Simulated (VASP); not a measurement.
# Sr2PtCl4 (P4/mmm) in VASP: notebook

Runs on Sr2PtCl4. Level: PBE. Tasks: single point.

All numbers are computed with VASP 6.6.1; they aren't measurements. Logs are shortened: lines on timing, memory, paths and dates and some standing lists are left out, and cuts for length are marked.

## Step 1: The cell of the first run

Symmetry: P4/mmm, No. 123, tetragonal system. The conventional cell has a = 6.993 Å, b = 6.993 Å, c = 4.112 Å, α = 90.00°, β = 90.00°, γ = 90.00°. Within 3.1 Å of Pt (site symmetry 4/mmm) lie 4 Cl at 2.34 Å. Cl (site symmetry m2m) has 1 Pt at 2.34 Å within 3.1 Å. Within 4.2 Å of Sr (site symmetry mmm) lie 8 Cl at 3.22 Å and 4 Pt at 4.06 Å and 2 Sr at 4.11 Å.

## Step 2: Single point, PBE

The input, INCAR:

```
  ALGO = Normal
  EDIFF = 1E-6
  ENCUT = 520
  GGA = PE
  ISIF = 2
  ISMEAR = 1
  LASPH = True
  LCHARG = False
  LREAL = False
  LWAVE = False
  NBANDS = 38
  NELM = 100
  PREC = Accurate
  SIGMA = 0.02
```

The input, KPOINTS:

```
k-points
0
Gamma
  3 3 5
```

The input, POSCAR:

```
Sr2PtCl4
1.0
    6.9929230000      0.0000000000      0.0000000000
    0.0000000000      6.9929230000      0.0000000000
    0.0000000000      0.0000000000      4.1123790000
Pt Cl Sr
1 4 2
Direct
    0.5000000000      0.5000000000      0.5000000000
    0.7370000000      0.2630000000      0.5000000000
    0.7370000000      0.7370000000      0.5000000000
    0.2630000000      0.7370000000      0.5000000000
    0.2630000000      0.2630000000      0.5000000000
    0.0000000000      0.5000000000      0.0000000000
    0.5000000000      0.0000000000      0.0000000000
```

Potentials or basis: VASP PAW PBE potentials, release 64 (Pt, Cl, Sr_sv).

Run with:

```console
$ cat potpaw_PBE.64/Pt/POTCAR potpaw_PBE.64/Cl/POTCAR potpaw_PBE.64/Sr_sv/POTCAR > POTCAR
$ mpirun -np 1 vasp_std > vasp.out
```

OUTCAR:

```text
EDIFF = 1E-6
   ENCUT = 520
   GGA = PE
   ISIF = 2
   ISMEAR = 1
   LASPH = True
   LREAL = False
   NELM = 100
   PREC = Accurate

 ion  position               nearest neighbor table
   1  0.500  0.500  0.500-   2 2.34   3 2.34   4 2.34   5 2.34   6 4.06   7 4.06   6 4.06   7 4.06
                             7 4.06   7 4.06   6 4.06   6 4.06
   2  0.737  0.263  0.500-   1 2.34   6 3.22   7 3.22   6 3.22   7 3.22
   3  0.737  0.737  0.500-   1 2.34   6 3.22   7 3.22   6 3.22   7 3.22
   4  0.263  0.737  0.500-   1 2.34   6 3.22   7 3.22   6 3.22   7 3.22
   5  0.263  0.263  0.500-   1 2.34   6 3.22   7 3.22   6 3.22   7 3.22
   6  0.000  0.500  0.000-   2 3.22   3 3.22   4 3.22   5 3.22   2 3.22   3 3.22   4 3.22   5 3.22
                             1 4.06   1 4.06   1 4.06   1 4.06   7 4.94   7 4.94   7 4.94   7 4.94
   7  0.500  0.000  0.000-   2 3.22   3 3.22   4 3.22   5 3.22   2 3.22   3 3.22   4 3.22   5 3.22
                             1 4.06   1 4.06   1 4.06   1 4.06   6 4.94   6 4.94   6 4.94   6 4.94

  LATTYP: Found a simple tetragonal cell.
 ALAT       =     6.9929230000
 C/A-ratio  =     0.5880772604

  Lattice vectors:

 A1 = (   6.9929230000,   0.0000000000,   0.0000000000)
 A2 = (   0.0000000000,   6.9929230000,   0.0000000000)
 A3 = (   0.0000000000,   0.0000000000,   4.1123790000)

Analysis of symmetry for initial positions (statically):
=====================================================================
 Subroutine PRICEL returns:
 Original cell was already a primitive cell.

 Routine SETGRP: Setting up the symmetry group for a
 simple tetragonal supercell.

 Subroutine GETGRP returns: Found 16 space group operations
 (whereof 16 operations were pure point group operations)
 out of a pool of 16 trial point group operations.

The static configuration has the point symmetry D_4h.

Analysis of symmetry for dynamics (positions and initial velocities):
=====================================================================
 Subroutine PRICEL returns:
 Original cell was already a primitive cell.

 Routine SETGRP: Setting up the symmetry group for a
 simple tetragonal supercell.

 Subroutine GETGRP returns: Found 16 space group operations
 (whereof 16 operations were pure point group operations)
 out of a pool of 16 trial point group operations.

The dynamic configuration has the point symmetry D_4h.

 Subroutine INISYM returns: Found 16 space group operations
 (whereof 16 operations are pure point group operations),
 and found     1 'primitive' translations

[... 93 lines left out ...]
   NFREE  =      0    steps in history (QN), initial steepest desc. (CG)
   ISIF   =      2    stress and relaxation
   ISYM   =      2    0-nonsym 1-usesym 2-fastsym
   POTIM  = 0.5000    time-step for ionic-motion
   TEBEG  =    0.0;   TEEND  =   0.0 temperature during run
   PSTRESS=    0.0 pullay stress
   NELECT =      58.0000    total number of electrons
   NUPDOWN=      -1.0000    fix difference up-down
   EMIN   =  10.00;   EMAX   =-10.00  energy-range for DOS
   EFERMI =   0.00;   METHOD = LEGACY
   ISMEAR =     1;   SIGMA  =   0.02  broadening in eV -4-tet -1-fermi 0-gaus
   EFERMI_NEDOS =   21; number of points for ismear=-14 and -15
   IALGO  =     38    algorithm
   IMIX   =      4    mixing-type and parameters
     AMIX     =   0.40;   BMIX     =  1.00
     AMIX_MAG =   1.60;   BMIX_MAG =  1.00
  volume/ion in A,a.u.               =      28.73       193.87
  Fermi-wavevector in a.u.,A,eV,Ry     =   1.081635  2.043993 15.917914  1.169934
  Thomas-Fermi vector in A             =   2.217656
   LORBIT       =      0    0 simple, 1 ext, 2 COOP (PROOUT), +10 PAW based schemes
   GGA     = PE    functional components
   LHFCALC =     F    Hartree Fock is set to
   AEXX    =    0.0000 exact exchange contribution
   IVDW    =     0    specifies the selected vdW correction
   LEPSILON=     F    determine dielectric tensor
   LRPA    =     F    only Hartree local field effects (RPA)
 non-spin polarized calculation
 Methfessel and Paxton  Order N= 1 SIGMA  =   0.02
  energy-cutoff  :      520.00
  volume of cell :      201.10
 maximum number of plane-waves:      5440
 NGX is ok and might be reduce to    54
   NGX = 27   NGY = 27   NGZ = 15

 number of electron      57.9999998 magnetization

 Free energy of the ion-electron system (eV)
  ---------------------------------------------------
  ext. energy  EPLUGINS =         0.00000000
  ---------------------------------------------------
  free energy    TOTEN  =       -25.87098927 eV

  energy without entropy =      -25.87031923  energy(sigma->0) =      -25.87076593

 E-fermi :   5.0104     XC(G=0):  -8.4548

 val. band max:        4.9756166413   @ k =   0.3333   0.0000   0.2000
 cond. band min:       5.0137901899   @ k =   0.3333   0.0000   0.4000
 fundamental gap:      0.0381735485
 Fermi energy:         5.0103808468

 k-point     1 :       0.0000    0.0000    0.0000
  band No.  band energies     occupation
      1     -33.2112      2.00000
      2     -33.2098      2.00000
      3     -15.2877      2.00000
      4     -15.2877      2.00000
      5     -15.1758      2.00000
      6     -15.1758      2.00000
[... 358 lines left out ...]
     37       7.4544      0.00000
     38       7.6142      0.00000

------------------------ aborting loop because EDIFF is reached ----------------------------------------

  FORCE on cell =-STRESS in cart. coord.  units (eV):
  Direction    XX          YY          ZZ          XY          YZ          ZX
  --------------------------------------------------------------------------------------
  -------------------------------------------------------------------------------------
  Total        4.9015479      4.9015479     -4.7003223      0.0000000      0.0000000      0.0000000
  in kB       39.0510945     39.0510945    -37.4479110      0.0000000      0.0000000      0.0000000
  external PRESSURE =      13.5514260 kB  Pullay stress =       0.0000000 kB

 VOLUME and BASIS-vectors are now :
 -----------------------------------------------------------------------------
  energy-cutoff  :      520.00
  volume of cell :      201.10
      direct lattice vectors                 reciprocal lattice vectors
     6.992923000  0.000000000  0.000000000     0.143001718  0.000000000  0.000000000
     0.000000000  6.992923000  0.000000000     0.000000000  0.143001718  0.000000000
     0.000000000  0.000000000  4.112379000     0.000000000  0.000000000  0.243168249

 POSITION                                       TOTAL-FORCE (eV/Angst)
 -----------------------------------------------------------------------------------
      3.49646      3.49646      2.05619        -0.000000      0.000000     -0.000000
      5.15378      1.83914      2.05619         1.401891     -1.401891      0.000000
      5.15378      5.15378      2.05619         1.401891      1.401891     -0.000000
      1.83914      5.15378      2.05619        -1.401891      1.401891     -0.000000
      1.83914      1.83914      2.05619        -1.401891     -1.401891     -0.000000
      0.00000      3.49646      0.00000        -0.000000      0.000000     -0.000000
      3.49646      0.00000      0.00000        -0.000000      0.000000     -0.000000
 -----------------------------------------------------------------------------------
    total drift:                                0.000000     -0.000000     -0.000000

  FREE ENERGIE OF THE ION-ELECTRON SYSTEM (eV)
  ---------------------------------------------------
  free  energy   TOTEN  =       -25.8709892743 eV

  energy  without entropy=      -25.8703192288  energy(sigma->0) =      -25.87076593
```

Run time: 48 s. Hardware: 1 thread of AMD EPYC 9R45 (Zen 5), shared host; peak memory 0.28 GiB.

Results:

| Property | Result |
| --- | --- |
| Free energy | -25.8710 eV |
| Pressure | 1.4 GPa |
| Largest force | 1.983 eV/Å |
| Band gap on the k mesh | zero (band 29 reaches 5.01 eV, above the bottom of band 30 at 4.53 eV) |

Forces in eV/Å, atoms in the order of the input:
```
Pt   0.000  0.000  0.000
Cl   1.402 -1.402  0.000
Cl   1.402  1.402  0.000
Cl  -1.402  1.402  0.000
Cl  -1.402 -1.402  0.000
Sr   0.000  0.000  0.000
Sr   0.000  0.000  0.000
```

Caveat: spin-orbit coupling is left out, which moves the levels of the heavy elements; forces of over 1 eV/Å act on the atoms, so gaps and moduli don't describe the material at rest.

## Step 3: Single point, PBE

The input, INCAR:

```
SYSTEM = Sr2PtCl4
PREC     = Accurate       ! precision mode
ENCUT    = 520            ! plane-wave cutoff, eV
EDIFF    = 1E-7           ! SCF threshold, eV
ISMEAR   = 1              ! smearing method
SIGMA    = 0.02           ! smearing width, eV
LREAL    = .FALSE.        ! projectors in reciprocal space
LASPH    = .TRUE.         ! aspherical terms in the spheres
NELM     = 100            ! most SCF steps
ALGO     = Normal         ! electronic algorithm
ISIF     = 2              ! what is computed and relaxed
LWAVE    = .FALSE.        ! write WAVECAR
LCHARG   = .FALSE.        ! write CHGCAR
GGA      = PE             ! functional
NBANDS   = 38             ! bands
```

The input, KPOINTS:

```
regular mesh
0
G
  3 3 5
  0 0 0
```

POSCAR is that of step 2.

Potentials or basis: VASP PAW PBE potentials, release 64 (Pt, Cl, Sr_sv).

Run with:

```console
$ cat potpaw_PBE.64/Pt/POTCAR potpaw_PBE.64/Cl/POTCAR potpaw_PBE.64/Sr_sv/POTCAR > POTCAR
$ mpirun -np 1 vasp_std > vasp.out
```

OUTCAR:

```text
SYSTEM = Sr2PtCl4
   PREC = Accurate
   ENCUT = 520
   EDIFF = 1E-7
   ISMEAR = 1
   LREAL = .FALSE.
   LASPH = .TRUE.
   NELM = 100
   ISIF = 2
   GGA = PE

 ion  position               nearest neighbor table
   1  0.500  0.500  0.500-   2 2.34   3 2.34   4 2.34   5 2.34   6 4.06   7 4.06   6 4.06   7 4.06
                             7 4.06   7 4.06   6 4.06   6 4.06
   2  0.737  0.263  0.500-   1 2.34   6 3.22   7 3.22   6 3.22   7 3.22
   3  0.737  0.737  0.500-   1 2.34   6 3.22   7 3.22   6 3.22   7 3.22
   4  0.263  0.737  0.500-   1 2.34   6 3.22   7 3.22   6 3.22   7 3.22
   5  0.263  0.263  0.500-   1 2.34   6 3.22   7 3.22   6 3.22   7 3.22
   6  0.000  0.500  0.000-   2 3.22   3 3.22   4 3.22   5 3.22   2 3.22   3 3.22   4 3.22   5 3.22
                             1 4.06   1 4.06   1 4.06   1 4.06   7 4.94   7 4.94   7 4.94   7 4.94
   7  0.500  0.000  0.000-   2 3.22   3 3.22   4 3.22   5 3.22   2 3.22   3 3.22   4 3.22   5 3.22
                             1 4.06   1 4.06   1 4.06   1 4.06   6 4.94   6 4.94   6 4.94   6 4.94

  LATTYP: Found a simple tetragonal cell.
 ALAT       =     6.9929230000
 C/A-ratio  =     0.5880772604

  Lattice vectors:

 A1 = (   6.9929230000,   0.0000000000,   0.0000000000)
 A2 = (   0.0000000000,   6.9929230000,   0.0000000000)
 A3 = (   0.0000000000,   0.0000000000,   4.1123790000)

Analysis of symmetry for initial positions (statically):
=====================================================================
 Subroutine PRICEL returns:
 Original cell was already a primitive cell.

 Routine SETGRP: Setting up the symmetry group for a
 simple tetragonal supercell.

 Subroutine GETGRP returns: Found 16 space group operations
 (whereof 16 operations were pure point group operations)
 out of a pool of 16 trial point group operations.

The static configuration has the point symmetry D_4h.

Analysis of symmetry for dynamics (positions and initial velocities):
=====================================================================
 Subroutine PRICEL returns:
 Original cell was already a primitive cell.
[... 127 lines left out ...]
   GGA     = PE    functional components
   LHFCALC =     F    Hartree Fock is set to
   AEXX    =    0.0000 exact exchange contribution
   IVDW    =     0    specifies the selected vdW correction
   LEPSILON=     F    determine dielectric tensor
   LRPA    =     F    only Hartree local field effects (RPA)
 non-spin polarized calculation
 Methfessel and Paxton  Order N= 1 SIGMA  =   0.02
  energy-cutoff  :      520.00
  volume of cell :      201.10
 maximum number of plane-waves:      5440
 NGX is ok and might be reduce to    54
   NGX = 27   NGY = 27   NGZ = 15

 number of electron      57.9999998 magnetization

 Free energy of the ion-electron system (eV)
  ---------------------------------------------------
  ext. energy  EPLUGINS =         0.00000000
  ---------------------------------------------------
  free energy    TOTEN  =       -25.87098947 eV

  energy without entropy =      -25.87031941  energy(sigma->0) =      -25.87076612

 E-fermi :   5.0105     XC(G=0):  -8.4547

 val. band max:        4.9757303188   @ k =   0.3333   0.0000   0.2000
 cond. band min:       5.0139043211   @ k =   0.3333   0.0000   0.4000
 fundamental gap:      0.0381740024
 Fermi energy:         5.0104950032

 k-point     1 :       0.0000    0.0000    0.0000
  band No.  band energies     occupation
      1     -33.2110      2.00000
      2     -33.2096      2.00000
      3     -15.2874      2.00000
      4     -15.2874      2.00000
      5     -15.1756      2.00000
      6     -15.1756      2.00000
[... 358 lines left out ...]
     37       7.4545      0.00000
     38       7.6142      0.00000

------------------------ aborting loop because EDIFF is reached ----------------------------------------

  FORCE on cell =-STRESS in cart. coord.  units (eV):
  Direction    XX          YY          ZZ          XY          YZ          ZX
  --------------------------------------------------------------------------------------
  -------------------------------------------------------------------------------------
  Total        4.8974341      4.8974341     -4.7043365      0.0000000     -0.0000000      0.0000000
  in kB       39.0183189     39.0183189    -37.4798922      0.0000000     -0.0000000      0.0000000
  external PRESSURE =      13.5189152 kB  Pullay stress =       0.0000000 kB

 VOLUME and BASIS-vectors are now :
 -----------------------------------------------------------------------------
  energy-cutoff  :      520.00
  volume of cell :      201.10
      direct lattice vectors                 reciprocal lattice vectors
     6.992923000  0.000000000  0.000000000     0.143001718  0.000000000  0.000000000
     0.000000000  6.992923000  0.000000000     0.000000000  0.143001718  0.000000000
     0.000000000  0.000000000  4.112379000     0.000000000  0.000000000  0.243168249

 POSITION                                       TOTAL-FORCE (eV/Angst)
 -----------------------------------------------------------------------------------
      3.49646      3.49646      2.05619         0.000000     -0.000000      0.000000
      5.15378      1.83914      2.05619         1.401854     -1.401854      0.000000
      5.15378      5.15378      2.05619         1.401854      1.401854      0.000000
      1.83914      5.15378      2.05619        -1.401854      1.401854     -0.000000
      1.83914      1.83914      2.05619        -1.401854     -1.401854      0.000000
      0.00000      3.49646      0.00000         0.000000     -0.000000      0.000000
      3.49646      0.00000      0.00000         0.000000     -0.000000      0.000000
 -----------------------------------------------------------------------------------
    total drift:                                0.000000     -0.000000     -0.000000

  FREE ENERGIE OF THE ION-ELECTRON SYSTEM (eV)
  ---------------------------------------------------
  free  energy   TOTEN  =       -25.8709894736 eV

  energy  without entropy=      -25.8703194142  energy(sigma->0) =      -25.87076612
```

OSZICAR:

```text
N       E                     dE             d eps       ncg     rms          rms(c)
DAV:   1     0.411104299742E+03    0.41110E+03   -0.27222E+04   684   0.136E+03
DAV:   2     0.108489675704E+02   -0.40026E+03   -0.38967E+03   864   0.290E+02
DAV:   3    -0.252079174923E+02   -0.36057E+02   -0.35737E+02  1042   0.807E+01
DAV:   4    -0.263664022750E+02   -0.11585E+01   -0.11541E+01  1058   0.145E+01
DAV:   5    -0.264208122795E+02   -0.54410E-01   -0.54380E-01  1034   0.212E+00    0.234E+01
DAV:   6    -0.259369685060E+02    0.48384E+00   -0.23692E+00   872   0.505E+00    0.130E+01
DAV:   7    -0.262866418851E+02   -0.34967E+00   -0.37695E+00   774   0.794E+00    0.103E+01
DAV:   8    -0.258915160045E+02    0.39513E+00   -0.13327E+00   842   0.481E+00    0.157E+00
DAV:   9    -0.258692228838E+02    0.22293E-01   -0.33447E-01   872   0.232E+00    0.699E-01
DAV:  10    -0.258698950034E+02   -0.67212E-03   -0.31820E-02   938   0.817E-01    0.319E-01
DAV:  11    -0.258705298247E+02   -0.63482E-03   -0.18013E-03  1088   0.151E-01    0.151E-01
DAV:  12    -0.258709222508E+02   -0.39243E-03   -0.11245E-03   850   0.154E-01    0.390E-02
DAV:  13    -0.258709468214E+02   -0.24571E-04   -0.90620E-05   920   0.453E-02    0.204E-02
DAV:  14    -0.258709857009E+02   -0.38880E-04   -0.74659E-05   826   0.334E-02    0.755E-03
DAV:  15    -0.258709884925E+02   -0.27916E-05   -0.66093E-06   994   0.913E-03    0.371E-03
DAV:  16    -0.258709892080E+02   -0.71547E-06   -0.20733E-06   770   0.508E-03    0.150E-03
DAV:  17    -0.258709894672E+02   -0.25918E-06   -0.43296E-07   794   0.217E-03    0.102E-03
DAV:  18    -0.258709894736E+02   -0.64765E-08   -0.49428E-08   618   0.886E-04
   1 F= -.25870989E+02 E0= -.25870766E+02  d E =-.670059E-03
```

It took 58 s on 1 thread of AMD EPYC 9R45 (Zen 5), shared host; peak memory 0.29 GiB.

What came out:

* Free energy: -25.8710 eV
* Pressure: 1.4 GPa
* Largest force: 1.983 eV/Å
* Band gap on the k mesh: zero (band 29 reaches 5.01 eV, above the bottom of band 30 at 4.53 eV)

Forces in eV/Å, atoms in the order of the input:
```
Pt   0.000  0.000  0.000
Cl   1.402 -1.402  0.000
Cl   1.402  1.402  0.000
Cl  -1.402  1.402  0.000
Cl  -1.402 -1.402  0.000
Sr   0.000  0.000  0.000
Sr   0.000  0.000  0.000
```

Caveat: spin-orbit coupling is left out, which moves the levels of the heavy elements; forces of over 1 eV/Å act on the atoms, so gaps and moduli don't describe the material at rest.
